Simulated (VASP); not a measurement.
A run of VASP 6.6.1 is set up as follows.

The input INCAR:

```
SYSTEM = CdTe
PREC = Accurate
ENCUT = 520
EDIFF = 1E-6
ISMEAR = 0
SIGMA = 0.05
LREAL = .FALSE.
LASPH = .TRUE.
NELM = 100
ALGO = Normal
ISIF = 2
LWAVE = .FALSE.
LCHARG = .FALSE.
GGA = PE
NBANDS = 16
```

Contents of KPOINTS:

```
regular mesh
0
G
  8 8 8
  0 0 0
```

POSCAR

```
CdTe
1.0
    0.0000000000      3.1047774262      3.4152551688
    3.1047774262      0.0000000000      3.4152551688
    3.1047774262      3.1047774262      0.0000000000
Cd Te
1 1
Direct
    0.0000000000      0.0000000000      0.0000000000
    0.7500000000      0.7500000000      0.7500000000
```

Potentials or basis: VASP PAW PBE potentials, release 64 (Cd, Te).

Command:

```sh
$ cat potpaw_PBE.64/Cd/POTCAR potpaw_PBE.64/Te/POTCAR > POTCAR
$ mpirun -np 1 vasp_std > vasp.out
```

Predict the band gap on the k mesh.

0.71 eV, direct.

Estimate the pressure.

4.2 GPa.

Stress tensor (GPa, compression positive):
```
4.74 0.00 0.00
0.00 4.74 0.00
0.00 0.00 3.14
```

Caveat: spin-orbit coupling is left out, which moves the levels of the heavy elements.
